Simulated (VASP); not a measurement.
# Cu (Fd-3m) in VASP: notebook

Cu is run at these levels: PBEsol; tasks: relaxation of cell and atoms.

Everything below comes from runs of VASP 6.6.1. Logs are shortened: lines on timing, memory, paths and dates and some standing lists are left out, and cuts for length are marked.

### 1 The cell of the first run

The structure is cubic, space group Fd-3m (No. 227). Conventional cell: a = 4.970 Å, b = 4.970 Å, c = 4.970 Å, α = 90.00°, β = 90.00°, γ = 90.00°. Cu (site symmetry -43m) has 4 Cu at 2.15 Å within 2.8 Å.

### 2 Relaxation of cell and atoms, PBEsol

File INCAR:

```
PREC = Accurate ; ENCUT = 600
EDIFF = 1E-7 ; ISMEAR = -1
SIGMA = 0.1 ; LREAL = False
LASPH = True ; NELM = 60
ALGO = Normal ; ISIF = 3
LWAVE = False ; LCHARG = False
GGA = PS ; IBRION = 2
NSW = 80 ; EDIFFG = -0.01
```

File KPOINTS:

```
Automatic mesh
0
Gamma
  15 15 15
```

File POSCAR:

```
Cu
1.0
    0.0000000000      2.4850000000      2.4850000000
    2.4850000000      0.0000000000      2.4850000000
    2.4850000000      2.4850000000      0.0000000000
Cu
2
Direct
    0.0000000000      0.0000000000      0.0000000000
    0.2500000000      0.2500000000      0.2500000000
```

Potentials or basis: VASP PAW PBE potentials, release 64 (Cu).

Run with:

```bash
$ cat potpaw_PBE.64/Cu/POTCAR > POTCAR
$ mpirun -np 1 vasp_std > vasp.out
```

OUTCAR:

```text
PREC = Accurate
   ENCUT = 600
   EDIFF = 1E-7
   ISMEAR = -1
   LREAL = False
   LASPH = True
   NELM = 60
   ISIF = 3
   GGA = PS
   IBRION = 2
   NSW = 80
   EDIFFG = -0.01

 ion  position               nearest neighbor table
   1  0.000  0.000  0.000-   2 2.15   2 2.15   2 2.15   2 2.15
   2  0.250  0.250  0.250-   1 2.15   1 2.15   1 2.15   1 2.15

  LATTYP: Found a face centered cubic cell.
 ALAT       =     4.9700000000

  Lattice vectors:

 A1 = (   0.0000000000,   2.4850000000,   2.4850000000)
 A2 = (   2.4850000000,   0.0000000000,   2.4850000000)
 A3 = (   2.4850000000,   2.4850000000,   0.0000000000)

Analysis of symmetry for initial positions (statically):
=====================================================================
 Subroutine PRICEL returns:
 Original cell was already a primitive cell.

 Routine SETGRP: Setting up the symmetry group for a
 face centered cubic supercell.

 Subroutine GETGRP returns: Found 48 space group operations
 (whereof 24 operations were pure point group operations)
 out of a pool of 48 trial point group operations.

The static configuration has the point symmetry T_d .
 The point group associated with its full space group is O_h .

Analysis of symmetry for dynamics (positions and initial velocities):
=====================================================================
 Subroutine PRICEL returns:
 Original cell was already a primitive cell.

 Routine SETGRP: Setting up the symmetry group for a
 face centered cubic supercell.

 Subroutine GETGRP returns: Found 48 space group operations
 (whereof 24 operations were pure point group operations)
 out of a pool of 48 trial point group operations.

The dynamic configuration has the point symmetry T_d .
 The point group associated with its full space group is O_h .

 Subroutine INISYM returns: Found 48 space group operations
 (whereof 24 operations are pure point group operations),
 and found     1 'primitive' translations

----------------------------------------------------------------------------------------

                                     Primitive cell

  volume of cell :      30.6909

  direct lattice vectors                    reciprocal lattice vectors
     0.000000000  2.485000000  2.485000000    -0.201207243  0.201207243  0.201207243
     2.485000000  0.000000000  2.485000000     0.201207243 -0.201207243  0.201207243
     2.485000000  2.485000000  0.000000000     0.201207243  0.201207243 -0.201207243

  length of vectors
     3.514320702  3.514320702  3.514320702     0.348501169  0.348501169  0.348501169

  position of ions in fractional coordinates (direct lattice)
     0.000000000  0.000000000  0.000000000
     0.250000000  0.250000000  0.250000000

  ion indices of the primitive-cell ions
   primitive index   ion index
                 1           1
                 2           2

----------------------------------------------------------------------------------------

 KPOINTS: Automatic mesh

Automatic generation of k-mesh.
 Grid dimensions read from file:
 generate k-points for:   15   15   15

 Generating k-lattice:

  Cartesian coordinates                     Fractional coordinates (reciprocal lattice)
    -0.013413816  0.013413816  0.013413816     0.066666667  0.000000000  0.000000000
     0.013413816 -0.013413816  0.013413816     0.000000000  0.066666667  0.000000000
     0.013413816  0.013413816 -0.013413816     0.000000000  0.000000000  0.066666667

  Length of vectors
     0.023233411  0.023233411  0.023233411

  Shift w.r.t. Gamma in fractional coordinates (k-lattice)
     0.000000000  0.000000000  0.000000000

 Subroutine IBZKPT returns following result:
 ===========================================

 Found    120 irreducible k-points:

 Following reciprocal coordinates:
            Coordinates               Weight
  0.000000  0.000000  0.000000      1.000000
  0.066667  0.000000  0.000000      8.000000
  0.133333  0.000000  0.000000      8.000000
  0.200000  0.000000  0.000000      8.000000
  0.266667  0.000000  0.000000      8.000000
  0.333333  0.000000  0.000000      8.000000
[... 16 lines left out ...]
  0.133333  0.133333  0.000000      6.000000
  0.200000  0.133333  0.000000     24.000000
 [... further k-points ...]
   k-points           NKPTS =    120   k-points in BZ     NKDIM =    120   number of bands    NBANDS=     15
   number of dos      NEDOS =    301   number of ions     NIONS =      2
   total plane-waves  NPLWV =  21952
   dimension x,y,z NGX =    28 NGY =   28 NGZ =   28
   dimension x,y,z NGXF=    56 NGYF=   56 NGZF=   56
   ions per type =               2
   NGX,Y,Z   is equivalent  to a cutoff of  13.25, 13.25, 13.25 a.u.
   NGXF,Y,Z  is equivalent  to a cutoff of  26.49, 26.49, 26.49 a.u.
 SYSTEM =  unknown system
   PREC   = accura    normal or accurate (medium, high low for compatibility)
   ISTART =      0    job   : 0-new  1-cont  2-samecut
   ICHARG =      2    charge: 1-file 2-atom 10-const
   ISPIN  =      1    spin polarized calculation?
   LNONCOLLINEAR =      F non collinear calculations
   LSORBIT =      F    spin-orbit coupling
   LASPH  =      T    aspherical Exc in radial PAW
   ENCUT  =  600.0 eV  44.10 Ry    6.64 a.u.   7.02  7.02  7.02*2*pi/ulx,y,z
   NELM   =     60;   NELMIN=  2; NELMDL= -5     # of ELM steps
   EDIFF  = 0.1E-06   stopping-criterion for ELM
   LREAL  =      F    real-space projection
   EDIFFG = -.1E-01   stopping-criterion for IOM
   NSW    =     80    number of steps for IOM
   IBRION =      2    ionic relax: 0-MD 1-quasi-New 2-CG
   NFREE  =      1    steps in history (QN), initial steepest desc. (CG)
   ISIF   =      3    stress and relaxation
   ISYM   =      2    0-nonsym 1-usesym 2-fastsym
   POTIM  = 0.5000    time-step for ionic-motion
   TEBEG  =    0.0;   TEEND  =   0.0 temperature during run
   PSTRESS=    0.0 pullay stress
   NELECT =      22.0000    total number of electrons
   NUPDOWN=      -1.0000    fix difference up-down
   EMIN   =  10.00;   EMAX   =-10.00  energy-range for DOS
   EFERMI =   0.00;   METHOD = LEGACY
   ISMEAR =    -1;   SIGMA  =   0.10  broadening in eV -4-tet -1-fermi 0-gaus
   EFERMI_NEDOS =   21; number of points for ismear=-14 and -15
   IALGO  =     38    algorithm
   IMIX   =      4    mixing-type and parameters
     AMIX     =   0.40;   BMIX     =  1.00
     AMIX_MAG =   1.60;   BMIX_MAG =  1.00
  volume/ion in A,a.u.               =      15.35       103.56
  Fermi-wavevector in a.u.,A,eV,Ry     =   1.465141  2.768714 29.206773  2.146637
  Thomas-Fermi vector in A             =   2.581033
   LORBIT       =      0    0 simple, 1 ext, 2 COOP (PROOUT), +10 PAW based schemes
   GGA     = PS    functional components
   LHFCALC =     F    Hartree Fock is set to
   AEXX    =    0.0000 exact exchange contribution
   IVDW    =     0    specifies the selected vdW correction
   LEPSILON=     F    determine dielectric tensor
   LRPA    =     F    only Hartree local field effects (RPA)
 conjugate gradient relaxation of ions
 non-spin polarized calculation
  energy-cutoff  :      600.00
  volume of cell :       30.69
 maximum number of plane-waves:      1039
   NGX = 13   NGY = 13   NGZ = 13

--------------------------------------- Ionic step        1  -------------------------------------------

 number of electron      22.0000024 magnetization

 Free energy of the ion-electron system (eV)
  ---------------------------------------------------
  ext. energy  EPLUGINS =         0.00000000
  ---------------------------------------------------
  free energy    TOTEN  =        -6.03379538 eV

  energy without entropy =       -6.00985925  energy(sigma->0) =       -6.02182731

 E-fermi :   4.5757     XC(G=0): -11.1887

 val. band max:        4.5574283490   @ k =  -0.4000   0.4000   0.0667
 cond. band min:       4.6247977777   @ k =  -0.4000   0.2667   0.0000
 fundamental gap:      0.0673694287
 Fermi energy:         4.5756757976

 k-point     1 :       0.0000    0.0000    0.0000
  band No.  band energies     occupation
      1      -3.0069      2.00000
      2       0.7851      2.00000
      3       0.7851      2.00000
      4       0.7993      2.00000
      5       0.7993      2.00000
      6       0.7993      2.00000
      7       2.2560      2.00000
      8       2.2560      2.00000
      9       2.2560      2.00000
     10       3.1896      2.00000
     11       3.1896      2.00000
     12      15.9600      0.00000
     13      15.9600      0.00000
     14      15.9600      0.00000
     15      16.6215      0.00000
[... 508 lines left out ...]
 POSITION                                       TOTAL-FORCE (eV/Angst)
 -----------------------------------------------------------------------------------
      0.00000      0.00000      0.00000        -0.000000     -0.000000     -0.000000
      1.30969      1.30969      1.30969         0.000000      0.000000      0.000000
 -----------------------------------------------------------------------------------
    total drift:                                0.000000      0.000000      0.000000

  FREE ENERGIE OF THE ION-ELECTRON SYSTEM (eV)
  ---------------------------------------------------
  free  energy   TOTEN  =        -6.2572591192 eV

  energy  without entropy=       -6.2318015554  energy(sigma->0) =       -6.24453034

--------------------------------------- Ionic step        4  -------------------------------------------

 number of electron      22.0000021 magnetization

 Free energy of the ion-electron system (eV)
  ---------------------------------------------------
  ext. energy  EPLUGINS =         0.00000000
  ---------------------------------------------------
  free energy    TOTEN  =        -6.25727345 eV

  energy without entropy =       -6.23178445  energy(sigma->0) =       -6.24452895

 E-fermi :   3.0749     XC(G=0): -10.3638

 val. band max:        3.0483826882   @ k =  -0.4000   0.4000   0.0667
 cond. band min:       3.1059958729   @ k =  -0.4000   0.3333   0.0000
 fundamental gap:      0.0576131847
 Fermi energy:         3.0749345521

 k-point     1 :       0.0000    0.0000    0.0000
  band No.  band energies     occupation
      1      -3.5307      2.00000
      2      -0.0720      2.00000
      3      -0.0720      2.00000
      4      -0.0720      2.00000
      5      -0.0497      2.00000
      6      -0.0497      2.00000
      7       1.1141      2.00000
      8       1.1141      2.00000
      9       1.1141      2.00000
     10       1.8310      1.99999
     11       1.8310      1.99999
     12      13.2229      0.00000
     13      13.2229      0.00000
     14      13.2229      0.00000
     15      14.0737      0.00000
[... 436 lines left out ...]
 POSITION                                       TOTAL-FORCE (eV/Angst)
 -----------------------------------------------------------------------------------
      0.00000      0.00000      0.00000         0.000000      0.000000      0.000000
      1.31104      1.31104      1.31104        -0.000000     -0.000000     -0.000000
 -----------------------------------------------------------------------------------
    total drift:                                0.000000      0.000000      0.000000

  FREE ENERGIE OF THE ION-ELECTRON SYSTEM (eV)
  ---------------------------------------------------
  free  energy   TOTEN  =        -6.2572734503 eV

  energy  without entropy=       -6.2317844530  energy(sigma->0) =       -6.24452895

 reached required accuracy - stopping structural energy minimisation
```

Wall time 5.3 min (1 thread of Intel Xeon Platinum 8488C (Sapphire Rapids), shared host); peak memory 0.2 GiB.

What came out:

```yaml
Free_energy: -6.2573 eV
Relaxed_volume: 18.03 Å³/atom
Relaxed_cell: a = 3.708 Å, b = 3.708 Å, c = 3.708 Å, α = 60.00°, β = 60.00°, γ = 60.00°
Space_group_after_relaxing_to_0.05_Å: Fd-3m (No. 227)
Energy_gained_by_relaxing: 111.7 meV/atom
Ionic_steps: 4
Pressure_after_relaxing: -0.1 GPa
Band_gap_on_the_k_mesh: zero (band 11 reaches 3.53 eV, above the bottom of band 12 at 2.74 eV)
```

Step by step:
```csv
step,energy change (eV),largest force (eV/Å),pressure (GPa),volume (Å³)
1,0.0000,0.0000,15.74,30.69
2,-0.2049,0.0000,-3.03,37.89
3,-0.2235,0.0000,0.12,35.94
4,-0.2235,0.0000,-0.07,36.05
```

Final structure:
```
Cu
1.0
     0.00000    2.62207    2.62207
     2.62207    0.00000    2.62207
     2.62207    2.62207    0.00000
Cu
2
Direct
  0.00000 0.00000 0.00000
  0.25000 0.25000 0.25000
```

Caveat: the volume moved by over 15 % at a fixed basis, so the end points are rough; the PAW data sets were made with another functional, which shifts forces and pressure a little.

### 3 Relaxation of cell and atoms, PBEsol, target pressure 5 GPa, at which the enthalpy is minimised

File INCAR:

```
ALGO     = Normal         # electronic algorithm
EDIFF    = 1E-6           # SCF threshold, eV
EDIFFG   = -0.01          # ionic threshold
ENCUT    = 600            # plane-wave cutoff, eV
GGA      = PS             # functional
IBRION   = 2              # ionic algorithm
ISIF     = 3              # what is computed and relaxed
ISMEAR   = -1             # smearing method
LASPH    = T              # aspherical terms in the spheres
LCHARG   = F              # write CHGCAR
LREAL    = F              # projectors in reciprocal space
LWAVE    = F              # write WAVECAR
NELM     = 80             # most SCF steps
NSW      = 80             # ionic steps
PREC     = Accurate       # precision mode
PSTRESS  = 50.0         
SIGMA    = 0.1            # smearing width, eV
```

File KPOINTS:

```
k-points
0
Gamma
  15 15 15
```

POSCAR is that of step 2.

Potentials or basis: VASP PAW PBE potentials, release 64 (Cu).

Run with:

```bash
$ cat potpaw_PBE.64/Cu/POTCAR > POTCAR
$ mpirun -np 1 vasp_std > vasp.out
```

Run time: 3.5 min. Hardware: 1 thread of Intel Xeon Platinum 8488C (Sapphire Rapids), shared host; peak memory 0.19 GiB.

It converged, with:

- Free energy: -6.2247 eV
- Relaxed volume: 16.89 Å³/atom
- Relaxed cell: a = 3.629 Å, b = 3.629 Å, c = 3.629 Å, α = 60.00°, β = 60.00°, γ = 60.00°
- Space group after relaxing (to 0.05 Å): Fd-3m (No. 227)
- Energy change on relaxing (the enthalpy is what falls): -95.4 meV/atom
- Ionic steps: 3
- Pressure after relaxing: 5.0 GPa
- Band gap on the k mesh: zero (band 11 reaches 4.15 eV, above the bottom of band 12 at 3.33 eV)

Step by step:
| step | energy change (eV) | largest force (eV/Å) | pressure (GPa) | volume (Å³) |
| --- | --- | --- | --- | --- |
| 1 | 0.0000 | 0.0000 | 15.61 | 30.69 |
| 2 | -0.2215 | 0.0000 | 1.17 | 35.43 |
| 3 | -0.1909 | 0.0000 | 5.04 | 33.78 |

Final structure:
```
Cu
1.0
     0.00000    2.56576    2.56576
     2.56576    0.00000    2.56576
     2.56576    2.56576    0.00000
Cu
2
Direct
  0.00000 0.00000 0.00000
  0.25000 0.25000 0.25000
```

Levels at points of the mesh, in eV from the Fermi level:
```tsv
k point	band 7	band 8	band 9	band 10	band 11	band 12	band 13	band 14	band 15
(0.00, 0.00, 0.00)	-2.10	-2.10	-2.10	-1.30	-1.30	10.63	10.63	10.63	11.41
```

Caveat: the cell is relaxed towards a set pressure, so the enthalpy falls and the energy may rise; the PAW data sets were made with another functional, which shifts forces and pressure a little.

### 4 Relaxation of cell and atoms, PBEsol, target pressure 10 GPa, at which the enthalpy is minimised

File INCAR:

```
PREC = Accurate
ENCUT = 600
EDIFF = 1E-6
ISMEAR = -1
SIGMA = 0.1
LREAL = False
LASPH = True
NELM = 60
ALGO = Normal
ISIF = 3
LWAVE = False
LCHARG = False
GGA = PS
IBRION = 2
NSW = 80
EDIFFG = -0.01
PSTRESS = 100.0
```

File KPOINTS:

```
regular mesh
0
Gamma
  15 15 15
```

POSCAR is that of step 3.

Run with:

```bash
$ cat potpaw_PBE.64/Cu/POTCAR > POTCAR
$ mpirun -np 1 vasp_std > vasp.out
```

It took 3.6 min on 1 thread of Intel Xeon Platinum 8488C (Sapphire Rapids), shared host; peak memory 0.2 GiB.

Results (log left out):

| Quantity | Value |
| --- | --- |
| Free energy | -6.1494 eV |
| Relaxed volume | 16.07 Å³/atom |
| Relaxed cell | a = 3.569 Å, b = 3.569 Å, c = 3.569 Å, α = 60.00°, β = 60.00°, γ = 60.00° |
| Space group after relaxing (to 0.05 Å) | Fd-3m (No. 227) |
| Energy change on relaxing (the enthalpy is what falls) | -57.8 meV/atom |
| Ionic steps | 3 |
| Pressure after relaxing | 10.0 GPa |
| Band gap on the k mesh | zero (band 11 reaches 4.65 eV, above the bottom of band 12 at 3.81 eV) |

Step by step:
| step | energy change (eV) | largest force (eV/Å) | pressure (GPa) | volume (Å³) |
| --- | --- | --- | --- | --- |
| 1 | 0.0000 | 0.0000 | 15.61 | 30.69 |
| 2 | -0.1673 | 0.0000 | 7.03 | 33.14 |
| 3 | -0.1156 | 0.0000 | 10.03 | 32.14 |

Final structure:
```cif
data_structure
_symmetry_space_group_name_H-M 'P 1'
_symmetry_Int_Tables_number 1
_cell_length_a 3.5689
_cell_length_b 3.5689
_cell_length_c 3.5689
_cell_angle_alpha 60.000
_cell_angle_beta 60.000
_cell_angle_gamma 60.000
_cell_volume 32.14
loop_
_atom_site_label
_atom_site_type_symbol
_atom_site_fract_x
_atom_site_fract_y
_atom_site_fract_z
_atom_site_occupancy
Cu1 Cu 0.00000 0.00000 0.00000 1
Cu2 Cu 0.25000 0.25000 0.25000 1
```

Levels at points of the mesh, in eV from the Fermi level:
```tsv
k point	band 8	band 9	band 10	band 11	band 12	band 13	band 14	band 15
(0.00, 0.00, 0.00)	-2.21	-2.21	-1.34	-1.34	11.01	11.01	11.01	11.73
```

Caveat: the cell is relaxed towards a set pressure, so the enthalpy falls and the energy may rise; the PAW data sets were made with another functional, which shifts forces and pressure a little.

(Continued in part 2 of 2.)
